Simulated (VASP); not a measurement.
AlP, 2 atoms in the cell. The structure is cubic, space group F-43m (No. 216). The conventional cell has a = 5.479 Å, b = 5.479 Å, c = 5.479 Å, α = 90.00°, β = 90.00°, γ = 90.00°. Within 3.1 Å of Al (site symmetry -43m) lie 4 P at 2.37 Å. Within 3.1 Å of P (site symmetry -43m) lie 4 Al at 2.37 Å. 

* Program: VASP 6.6.1
* Task: single point
* Functional: PBE
* Potentials or basis: VASP PAW PBE potentials, release 64 (Al, P)
* Cutoff: 500 eV
* k mesh: 4 × 4 × 4
* Occupations: gaussian, width 0.01 eV
* Spin: no spin polarisation
* Dipole correction: no
* Further INCAR settings: ALGO = Normal; EDIFF = 1e-06; NBANDS = 11

Potentials or basis: VASP PAW PBE potentials, release 64 (Al, P).

Run with:

```console
$ cat potpaw_PBE.64/Al/POTCAR potpaw_PBE.64/P/POTCAR > POTCAR
$ mpirun -np 1 vasp_std > vasp.out
```

Hardware: 1 thread of Intel Xeon 8259CL, with other jobs on the host.

Problem. How long does it take, and how much memory?

Solution. It took 6 s on 1 thread of Intel Xeon 8259CL (shared host), peak memory 0.15 GiB. Counts: scf iterations 12, k points 8.
